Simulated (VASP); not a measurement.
# Sn (Fd-3m) in VASP: settings compared

The runs below take Sn through single point, with PBE+D3(BJ), BLYP+D4, PBE.

Everything below comes from runs of VASP 6.6.1. Logs are shortened: lines on timing, memory, paths and dates and some standing lists are left out, and cuts for length are marked.

## (1) The cell of the first run

It takes space group Fd-3m (No. 227, cubic). The conventional cell has a = 6.574 Å, b = 6.574 Å, c = 6.574 Å, α = 90.00°, β = 90.00°, γ = 90.00°. Within 3.8 Å of Sn (site symmetry -43m) lie 4 Sn at 2.85 Å.

This isn't the form of Sn at room conditions, which is tetragonal (white tin).

## (2) Single point, PBE+D3(BJ)

INCAR

```
PREC     = Accurate       # precision mode
ENCUT    = 520            # plane-wave cutoff, eV
EDIFF    = 1E-7           # SCF threshold, eV
ISMEAR   = -1             # smearing method
SIGMA    = 0.05           # smearing width, eV
LREAL    = F              # projectors in reciprocal space
LASPH    = T              # aspherical terms in the spheres
NELM     = 60             # most SCF steps
ALGO     = Normal         # electronic algorithm
ISIF     = 2              # what is computed and relaxed
LWAVE    = F              # write WAVECAR
LCHARG   = F              # write CHGCAR
GGA      = PE             # functional
IVDW     = 12             # dispersion correction
NBANDS   = 21             # bands
```

KPOINTS

```
regular mesh
0
Gamma
  7 7 7
```

POSCAR

```
Sn
1.0
    0.0000000000      3.2868964991      3.2868964991
    3.2868964991      0.0000000000      3.2868964991
    3.2868964991      3.2868964991      0.0000000000
Sn
2
Direct
    0.7500000000      0.7500000000      0.7500000000
    0.5000000000      0.5000000000      0.5000000000
```

Potentials or basis: VASP PAW PBE potentials, release 64 (Sn_d).

Launch:

```sh
cat potpaw_PBE.64/Sn_d/POTCAR > POTCAR
mpirun -np 1 vasp_std > vasp.out
```

OUTCAR:

```text
PREC = Accurate
   ENCUT = 520
   EDIFF = 1E-7
   ISMEAR = -1
   LREAL = F
   LASPH = T
   NELM = 60
   ISIF = 2
   GGA = PE
   IVDW = 12
 IVDW          = 12

 ion  position               nearest neighbor table
   1  0.750  0.750  0.750-   2 2.85   2 2.85   2 2.85   2 2.85
   2  0.500  0.500  0.500-   1 2.85   1 2.85   1 2.85   1 2.85

  LATTYP: Found a face centered cubic cell.
 ALAT       =     6.5737929982

  Lattice vectors:

 A1 = (   0.0000000000,   3.2868964991,   3.2868964991)
 A2 = (   3.2868964991,   0.0000000000,   3.2868964991)
 A3 = (   3.2868964991,   3.2868964991,   0.0000000000)

Analysis of symmetry for initial positions (statically):
=====================================================================
 Subroutine PRICEL returns:
 Original cell was already a primitive cell.

 Routine SETGRP: Setting up the symmetry group for a
 face centered cubic supercell.

 Subroutine GETGRP returns: Found 48 space group operations
 (whereof 24 operations were pure point group operations)
 out of a pool of 48 trial point group operations.

The static configuration has the point symmetry T_d .
 The point group associated with its full space group is O_h .

Analysis of symmetry for dynamics (positions and initial velocities):
=====================================================================
 Subroutine PRICEL returns:
 Original cell was already a primitive cell.

 Routine SETGRP: Setting up the symmetry group for a
 face centered cubic supercell.

 Subroutine GETGRP returns: Found 48 space group operations
 (whereof 24 operations were pure point group operations)
 out of a pool of 48 trial point group operations.

The dynamic configuration has the point symmetry T_d .
 The point group associated with its full space group is O_h .

 Subroutine INISYM returns: Found 48 space group operations
 (whereof 24 operations are pure point group operations),
 and found     1 'primitive' translations

----------------------------------------------------------------------------------------

                                     Primitive cell

  volume of cell :      71.0212

  direct lattice vectors                    reciprocal lattice vectors
     0.000000000  3.286896499  3.286896499    -0.152119180  0.152119180  0.152119180
     3.286896499  0.000000000  3.286896499     0.152119180 -0.152119180  0.152119180
[... 73 lines left out ...]
   ICHARG =      2    charge: 1-file 2-atom 10-const
   ISPIN  =      1    spin polarized calculation?
   LNONCOLLINEAR =      F non collinear calculations
   LSORBIT =      F    spin-orbit coupling
   LASPH  =      T    aspherical Exc in radial PAW
   ENCUT  =  520.0 eV  38.22 Ry    6.18 a.u.   8.64  8.64  8.64*2*pi/ulx,y,z
   NELM   =     60;   NELMIN=  2; NELMDL= -5     # of ELM steps
   EDIFF  = 0.1E-06   stopping-criterion for ELM
   LREAL  =      F    real-space projection
   EDIFFG = 0.1E-05   stopping-criterion for IOM
   NSW    =      0    number of steps for IOM
   IBRION =     -1    ionic relax: 0-MD 1-quasi-New 2-CG
   NFREE  =      0    steps in history (QN), initial steepest desc. (CG)
   ISIF   =      2    stress and relaxation
   ISYM   =      2    0-nonsym 1-usesym 2-fastsym
   POTIM  = 0.5000    time-step for ionic-motion
   TEBEG  =    0.0;   TEEND  =   0.0 temperature during run
   PSTRESS=    0.0 pullay stress
   NELECT =      28.0000    total number of electrons
   NUPDOWN=      -1.0000    fix difference up-down
   EMIN   =  10.00;   EMAX   =-10.00  energy-range for DOS
   EFERMI =   0.00;   METHOD = LEGACY
   ISMEAR =    -1;   SIGMA  =   0.05  broadening in eV -4-tet -1-fermi 0-gaus
   EFERMI_NEDOS =   21; number of points for ismear=-14 and -15
   IALGO  =     38    algorithm
   IMIX   =      4    mixing-type and parameters
     AMIX     =   0.40;   BMIX     =  1.00
     AMIX_MAG =   1.60;   BMIX_MAG =  1.00
  volume/ion in A,a.u.               =      35.51       239.64
  Fermi-wavevector in a.u.,A,eV,Ry     =   1.200415  2.268456 19.605949  1.440997
  Thomas-Fermi vector in A             =   2.336252
   LORBIT       =      0    0 simple, 1 ext, 2 COOP (PROOUT), +10 PAW based schemes
   GGA     = PE    functional components
   LHFCALC =     F    Hartree Fock is set to
   AEXX    =    0.0000 exact exchange contribution
   IVDW    =    12    specifies the selected vdW correction
   LEPSILON=     F    determine dielectric tensor
   LRPA    =     F    only Hartree local field effects (RPA)
 non-spin polarized calculation
  energy-cutoff  :      520.00
  volume of cell :       71.02
 maximum number of plane-waves:      1923
   NGX = 17   NGY = 17   NGZ = 17

 number of electron      27.9999985 magnetization

 Free energy of the ion-electron system (eV)
  ---------------------------------------------------
  ext. energy  EPLUGINS =         0.00000000
  ---------------------------------------------------
  free energy    TOTEN  =        -7.66598525 eV

  energy without entropy =       -7.66342678  energy(sigma->0) =       -7.66470601

 E-fermi :   5.1579     XC(G=0):  -8.7044

 val. band max:        4.9981279340   @ k =   0.1429   0.0000   0.0000
 cond. band min:       5.1950410755   @ k =   0.4286   0.0000   0.0000
 fundamental gap:      0.1969131415
 Fermi energy:         5.1579289195

 k-point     1 :       0.0000    0.0000    0.0000
  band No.  band energies     occupation
      1     -16.3673      2.00000
      2     -16.3673      2.00000
      3     -16.3673      2.00000
      4     -16.3130      2.00000
      5     -16.3130      2.00000
      6     -16.0342      2.00000
[... 469 lines left out ...]
     20      13.8118      0.00000
     21      15.4721      0.00000

------------------------ aborting loop because EDIFF is reached ----------------------------------------

 Edisp (eV)   -0.58901

 E8    (eV) :    -0.2848

  FORCE on cell =-STRESS in cart. coord.  units (eV):
  Direction    XX          YY          ZZ          XY          YZ          ZX
  --------------------------------------------------------------------------------------
  -------------------------------------------------------------------------------------
  Total      -0.01987    -0.01987    -0.01987     0.00000     0.00000     0.00000
  in kB      -0.44834    -0.44834    -0.44834     0.00000     0.00000     0.00000
  external pressure =       -0.45 kB  Pullay stress =        0.00 kB

 VOLUME and BASIS-vectors are now :
 -----------------------------------------------------------------------------
  energy-cutoff  :      520.00
  volume of cell :       71.02
      direct lattice vectors                 reciprocal lattice vectors
     0.000000000  3.286896499  3.286896499    -0.152119180  0.152119180  0.152119180
     3.286896499  0.000000000  3.286896499     0.152119180 -0.152119180  0.152119180
     3.286896499  3.286896499  0.000000000     0.152119180  0.152119180 -0.152119180

 POSITION                                       TOTAL-FORCE (eV/Angst)
 -----------------------------------------------------------------------------------
      4.93034      4.93034      4.93034        -0.000000     -0.000000     -0.000000
      3.28690      3.28690      3.28690         0.000000      0.000000      0.000000
 -----------------------------------------------------------------------------------
    total drift:                                0.000000      0.000000      0.000000

  FREE ENERGIE OF THE ION-ELECTRON SYSTEM (eV)
  ---------------------------------------------------
  free  energy   TOTEN  =        -8.2549949701 eV

  energy  without entropy=       -8.2524365018  energy(sigma->0) =       -8.25371574
```

stdout:

```text
POSCAR found type information on POSCAR Sn
 POSCAR found :  1 types and       2 ions
 scaLAPACK will be used
 LDA part: xc-table for (Slater+PW92), standard interpolation
 POSCAR, INCAR and KPOINTS ok, starting setup
 FFT: planning ... GRIDC
 FFT: planning ... GRID_SOFT
 FFT: planning ... GRID
 WAVECAR not read
 entering main loop
```

Run time: 39 s. Hardware: 1 thread of Intel Xeon 8259CL, shared host; peak memory 0.21 GiB.

What came out:

```yaml
Free_energy: -8.2550 eV
Pressure: 0.0 GPa
Band_gap_on_the_k_mesh: zero (bands 14 and 15 overlap by 0.13 eV)
Dispersion_energy_per_atom: -0.295 eV
```

Caveat: spin-orbit coupling is left out, which moves the levels of the heavy elements.

## (3) Single point, BLYP+D4

This run uses another cell than the first one, of 36.32 Å³/atom.

INCAR

```
SYSTEM = Sn
  PREC = Accurate
  ENCUT = 520
  EDIFF = 1E-6
  ISMEAR = -1
  SIGMA = 0.05
  LREAL = .False.
  LASPH = .True.
  NELM = 100
  ALGO = Normal
  ISIF = 2
  LWAVE = .False.
  LCHARG = .False.
  GGA = B5
  ALDAX = 1.0
  AGGAX = 1.0
  AGGAC = 1.0
  ALDAC = 0.0
  IVDW = 13
  VDW_S6 = 1.0
  VDW_S8 = 2.34076671
  VDW_A1 = 0.44488865
  VDW_A2 = 4.0933009
  NBANDS = 21
```

KPOINTS

```
Automatic mesh
0
Gamma
  7 7 7
  0 0 0
```

POSCAR

```
Sn
1.0
    0.0000000000      3.3118265855      3.3118265855
    3.3118265855      0.0000000000      3.3118265855
    3.3118265855      3.3118265855      0.0000000000
Sn
2
Direct
    0.7500000000      0.7500000000      0.7500000000
    0.5000000000      0.5000000000      0.5000000000
```

Potentials or basis: VASP PAW PBE potentials, release 64 (Sn_d).

Launch:

```sh
cat potpaw_PBE.64/Sn_d/POTCAR > POTCAR
mpirun -np 1 vasp_std > vasp.out
```

Wall time 78 s (1 thread of Intel Xeon 8259CL, shared host); peak memory 0.2 GiB.

The run converged. Its results:

- Free energy: -7.5669 eV
- Pressure: 0.0 GPa
- Band gap on the k mesh: zero (bands 14 and 15 overlap by 0.19 eV)
- Dispersion energy per atom: -0.587 eV

Levels at points of the mesh, in eV from the Fermi level:
```csv
k point,band 11,band 12,band 13,band 14,band 15,band 16,band 17,band 18
"(0.00, 0.00, 0.00)",-10.12,-1.11,0.20,0.20,0.20,2.27,2.27,2.27
```

Caveat: the PAW data sets were made with another functional, which shifts forces and pressure a little; spin-orbit coupling is left out, which moves the levels of the heavy elements.

## (4) Single point, PBE

This run uses another cell than the first one, of 36.86 Å³/atom.

INCAR

```
PREC = Accurate
ENCUT = 520
EDIFF = 1E-7
ISMEAR = -1
SIGMA = 0.05
LREAL = F
LASPH = T
NELM = 100
ALGO = Normal
ISIF = 2
LWAVE = F
LCHARG = T
GGA = PE
LELF = T
LVHAR = T
NBANDS = 21
```

KPOINTS

```
Automatic mesh
0
Gamma
  7 7 7
```

POSCAR

```
Sn
1.0
    0.0000000000      3.3278709994      3.3278709994
    3.3278709994      0.0000000000      3.3278709994
    3.3278709994      3.3278709994      0.0000000000
Sn
2
Direct
    0.7500000000      0.7500000000      0.7500000000
    0.5000000000      0.5000000000      0.5000000000
```

Launch:

```sh
cat potpaw_PBE.64/Sn_d/POTCAR > POTCAR
mpirun -np 1 vasp_std > vasp.out
```

Wall time 65 s (1 thread of Intel Xeon 8259CL, shared host); peak memory 0.2 GiB.

The run converged. Its results:

| Quantity | Value |
| --- | --- |
| Free energy | -7.6779 eV |
| Pressure | 0.0 GPa |
| Band gap on the k mesh | zero (bands 14 and 15 overlap by 0.20 eV) |

Levels at points of the mesh, in eV from the Fermi level:
| k point | band 10 | band 11 | band 12 | band 13 | band 14 | band 15 | band 16 | band 17 | band 18 | band 19 |
| --- | --- | --- | --- | --- | --- | --- | --- | --- | --- | --- |
| (0.00, 0.00, 0.00) | -21.13 | -10.00 | -1.03 | 0.21 | 0.21 | 0.21 | 2.27 | 2.27 | 2.27 | 5.08 |

Caveat: spin-orbit coupling is left out, which moves the levels of the heavy elements.

## (5) Overview

```tsv
level	cell	gap on the mesh (eV)	pressure (GPa)
PBE+D3(BJ)	a = 4.648 Å, angles 60.0°, 2 atoms	none	0.0
BLYP+D4	a = 4.684 Å, angles 60.0°, 2 atoms	none	0.0
PBE	a = 4.706 Å, angles 60.0°, 2 atoms	none	0.0
```

Alike in all rows: task single point; potentials or basis VASP PAW PBE potentials, release 64 (Sn_d); no spin polarisation; k mesh 7 × 7 × 7; cutoff (eV) 520; smearing fermi-dirac 0.05 eV.

Caveats: spin-orbit coupling is left out, which moves the levels of the heavy elements; the PAW data sets were made with another functional, which shifts forces and pressure a little (at least some runs).

Total energies depend on the potentials used, so only differences within one code and one set of settings carry meaning.
